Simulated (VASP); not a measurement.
Wanted: the native input for a VASP 6.6.1 run.

* Task: single point
* Functional: PBE
* Potentials or basis: VASP PAW PBE potentials, release 64 (K_sv, Mg, F)
* Cutoff: 520 eV
* k mesh: 6 × 6 × 6
* Occupations: gaussian, width 0.05 eV
* Spin: no spin polarisation
* Dipole correction: no
* Further INCAR settings: ALGO = Normal; EDIFF = 1e-06; NBANDS = 24

The structure of KMgF3 lies in POSCAR:

```
KMgF3
1.0
    3.9859000000      0.0049823750      0.0000000000
    0.0049823750      3.9859000000      0.0000000000
    0.0000000000      0.0000000000      3.9859000000
K Mg F
1 1 3
Direct
    0.5000000000      0.5000000000      0.5000000000
    0.0000000000      0.0000000000      0.0000000000
    0.5000000000      0.0000000000      0.0000000000
    0.0000000000      0.5000000000      0.0000000000
    0.0000000000      0.0000000000      0.5000000000
```

This cell differs from its parent crystal: strain +0.0025 x Voigt [0, 0, 0, 0, 0, 1].

The input as run:

INCAR

```
  ALGO = Normal
  EDIFF = 1E-6
  ENCUT = 520
  GGA = PE
  ISIF = 2
  ISMEAR = 0
  LASPH = True
  LCHARG = False
  LREAL = False
  LWAVE = False
  NBANDS = 24
  NELM = 80
  PREC = Accurate
  SIGMA = 0.05
```

KPOINTS

```
k-points
0
Gamma
  6 6 6
```

Potentials or basis: VASP PAW PBE potentials, release 64 (K_sv, Mg, F).

Command:

```sh
$ cat potpaw_PBE.64/K_sv/POTCAR potpaw_PBE.64/Mg/POTCAR potpaw_PBE.64/F/POTCAR > POTCAR
$ mpirun -np 1 vasp_std > vasp.out
```

Results of the run:

- Pressure: 3.4 GPa
- Band gap on the k mesh: 7.30 eV, indirect (least direct gap 7.62 eV)

Caveat: the cell differs from its parent crystal (strain +0.0025 x Voigt [0, 0, 0, 0, 0, 1]).

It took 26 s on 1 thread of Intel(R) Xeon(R) 6975P-C (Granite Rapids) (shared host), peak memory 0.21 GiB.
